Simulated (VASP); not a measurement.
# TiC (I4/mmm) in VASP: notebook, part 2 of 2

VASP 6.6.1. The steps go on from the part before.

## (5) Single point, PBE

This run uses another cell than the first one, of the same volume but with other edges.

The input, INCAR:

```
PREC = Accurate
ENCUT = 520
EDIFF = 1E-6
ISMEAR = 0
SIGMA = 0.15
LREAL = False
LASPH = True
NELM = 60
ALGO = Normal
ISIF = 2
LWAVE = False
LCHARG = False
GGA = PE
NBANDS = 15
```

The input, KPOINTS:

```
regular mesh
0
Gamma
  20 20 20
```

The input, POSCAR:

```
TiC
1.0
    0.0000000000      2.0963302185      2.3059632404
    2.0963302185      0.0000000000      2.3059632404
    2.0963302185      2.0963302185      0.0000000000
Ti C
1 1
Direct
    0.0000000000      0.0000000000      0.0000000000
    0.5000000000      0.5000000000      0.5000000000
```

The run is started by

```sh
cat potpaw_PBE.64/Ti_sv/POTCAR potpaw_PBE.64/C/POTCAR > POTCAR
mpirun -np 1 vasp_std > vasp.out
```

It took 99 s on 1 thread of AMD EPYC 9R45 (Zen 5), shared host; peak memory 0.28 GiB.

It converged, with:

| Property | Result |
| --- | --- |
| Free energy | -18.5707 eV |
| Pressure | 5.3 GPa |
| Band gap on the k mesh | zero (band 8 reaches 10.42 eV, above the bottom of band 9 at 8.79 eV) |

Stress tensor (GPa, compression positive):
```
 16.60   0.00   0.00
  0.00  16.60   0.00
  0.00   0.00 -17.26
```

Levels at points of the mesh, in eV from the Fermi level:
| k point | band 4 | band 5 | band 6 | band 7 | band 8 | band 9 | band 10 | band 11 | band 12 | band 13 |
| --- | --- | --- | --- | --- | --- | --- | --- | --- | --- | --- |
| (0.00, 0.00, 0.00) | -32.54 | -12.44 | 0.23 | 0.95 | 0.95 | 1.16 | 1.42 | 1.78 | 1.78 | 2.06 |
| (0.50, 0.00, 0.00) | -32.55 | -8.89 | -5.87 | -3.09 | -2.90 | 2.77 | 3.12 | 4.22 | 7.44 | 8.03 |
| (0.50, 0.50, 0.00) | -32.67 | -10.32 | -4.05 | -1.55 | 0.42 | 0.42 | 2.73 | 3.45 | 3.45 | 5.28 |
| (0.50, 0.00, 0.50) | -32.80 | -10.12 | -3.09 | -1.65 | -0.25 | -0.24 | 2.63 | 3.18 | 3.87 | 6.22 |

## (6) Single point, PBE

This run uses another cell than the first one, of the same volume but with other edges.

The input, INCAR:

```
PREC     = Accurate       # precision mode
ENCUT    = 520            # plane-wave cutoff, eV
EDIFF    = 1E-6           # SCF threshold, eV
ISMEAR   = 0              # smearing method
SIGMA    = 0.15           # smearing width, eV
LREAL    = False          # projectors in reciprocal space
LASPH    = True           # aspherical terms in the spheres
NELM     = 100            # most SCF steps
ALGO     = Normal         # electronic algorithm
ISIF     = 2              # what is computed and relaxed
LWAVE    = False          # write WAVECAR
LCHARG   = False          # write CHGCAR
GGA      = PE             # functional
NBANDS   = 15             # bands
```

The input, KPOINTS:

```
Automatic mesh
0
Gamma
  20 20 20
```

The input, POSCAR:

```
TiC
1.0
    0.0000000000      2.4981555169      1.6238010860
    2.4981555169      0.0000000000      1.6238010860
    2.4981555169      2.4981555169      0.0000000000
Ti C
1 1
Direct
    0.0000000000      0.0000000000      0.0000000000
    0.5000000000      0.5000000000      0.5000000000
```

Potentials or basis: VASP PAW PBE potentials, release 64 (Ti_sv, C).

The run is started by

```sh
cat potpaw_PBE.64/Ti_sv/POTCAR potpaw_PBE.64/C/POTCAR > POTCAR
mpirun -np 1 vasp_std > vasp.out
```

Run time: 2 min. Hardware: 1 thread of AMD EPYC 9R45 (Zen 5), shared host; peak memory 0.28 GiB.

Results (log left out):

- Free energy: -13.7454 eV
- Pressure: 78.8 GPa
- Band gap on the k mesh: zero (band 8 reaches 10.40 eV, above the bottom of band 9 at 8.19 eV)

Stress tensor (GPa, compression positive):
```
-19.37   0.00   0.00
  0.00 -19.37   0.00
  0.00   0.00 275.14
```

Levels at points of the mesh, in eV from the Fermi level:
```
           k point  band 6  band 7  band 8  band 9  band 10  band 11
(0.00, 0.00, 0.00)   -1.34   -0.08    0.05    0.05     0.16     0.16
(0.50, 0.00, 0.00)   -6.57   -5.07   -5.03    1.93     3.21     5.76
(0.50, 0.50, 0.00)   -2.55   -2.55   -2.50    1.84     2.65     2.65
(0.50, 0.00, 0.50)   -5.02   -0.97   -0.04    0.46     2.37     2.97
```

## (7) Single point, PBE

This run uses another cell than the first one, of the same volume but with other edges.

The input, INCAR:

```
SYSTEM = TiC
PREC     = Accurate       ! precision mode
ENCUT    = 520            ! plane-wave cutoff, eV
EDIFF    = 1E-6           ! SCF threshold, eV
ISMEAR   = 0              ! smearing method
SIGMA    = 0.15           ! smearing width, eV
LREAL    = .FALSE.        ! projectors in reciprocal space
LASPH    = .TRUE.         ! aspherical terms in the spheres
NELM     = 80             ! most SCF steps
ALGO     = Normal         ! electronic algorithm
ISIF     = 2              ! what is computed and relaxed
LWAVE    = .FALSE.        ! write WAVECAR
LCHARG   = .TRUE.         ! write CHGCAR
GGA      = PE             ! functional
LELF     = .TRUE.         ! ELF
LVHAR    = .TRUE.       
NBANDS   = 15             ! bands
```

The input, KPOINTS:

```
regular mesh
0
G
  20 20 20
  0 0 0
```

The input, POSCAR:

```
TiC
1.0
    0.0000000000      1.8904281257      2.8356421885
    1.8904281257      0.0000000000      2.8356421885
    1.8904281257      1.8904281257      0.0000000000
Ti C
1 1
Direct
    0.0000000000      0.0000000000      0.0000000000
    0.5000000000      0.5000000000      0.5000000000
```

The run is started by

```sh
cat potpaw_PBE.64/Ti_sv/POTCAR potpaw_PBE.64/C/POTCAR > POTCAR
mpirun -np 1 vasp_std > vasp.out
```

Run time: 1.9 min. Hardware: 1 thread of AMD EPYC 9R45 (Zen 5), shared host; peak memory 0.28 GiB.

It converged, with:

```yaml
Free_energy: -16.2333 eV
Pressure: 71.9 GPa
Band_gap_on_the_k_mesh: zero (band 8 reaches 11.47 eV, above the bottom of band 9 at 8.82 eV)
```

Stress tensor (GPa, compression positive):
```
121.85   0.00   0.00
  0.00 121.85   0.00
  0.00   0.00 -28.02
```

Levels at points of the mesh, in eV from the Fermi level:
```tsv
k point	band 6	band 7	band 8	band 9	band 10	band 11
(0.00, 0.00, 0.00)	-1.30	-1.10	0.15	2.29	2.29	2.44
(0.50, 0.00, 0.00)	-6.01	-4.23	-3.50	3.00	3.31	5.64
(0.50, 0.50, 0.00)	-5.05	-1.62	2.00	2.00	3.31	3.42
(0.50, 0.00, 0.50)	-1.51	-1.21	-0.19	-0.19	1.69	2.50
```

## (8) Overview

| cell | gap on the mesh (eV) | pressure (GPa) |
| --- | --- | --- |
| a = 2.981, b = 2.981, c = 3.325 Å, angles 56.1, 56.1, 67.8°, 2 atoms | none | 31.2 |
| a = 3.252, b = 3.252, c = 2.804 Å, angles 64.5, 64.5, 51.1°, 2 atoms | none | 32.1 |
| a = 3.023, b = 3.023, c = 3.147 Å, angles 58.6, 58.6, 62.7°, 2 atoms | none | 4.5 |
| a = 3.116, b = 3.116, c = 2.965 Å, angles 61.6, 61.6, 56.8°, 2 atoms | none | 5.3 |
| a = 2.980, b = 2.980, c = 3.533 Å, angles 53.6, 53.6, 72.7°, 2 atoms | none | 78.8 |
| a = 3.408, b = 3.408, c = 2.673 Å, angles 66.9, 66.9, 46.2°, 2 atoms | none | 71.9 |

Alike in all rows: task single point; level PBE; potentials or basis VASP PAW PBE potentials, release 64 (Ti_sv, C); no spin polarisation; k mesh 20 × 20 × 20; cutoff (eV) 520; smearing gaussian 0.15 eV.

Absolute energies hang on the potentials; compare differences alone.
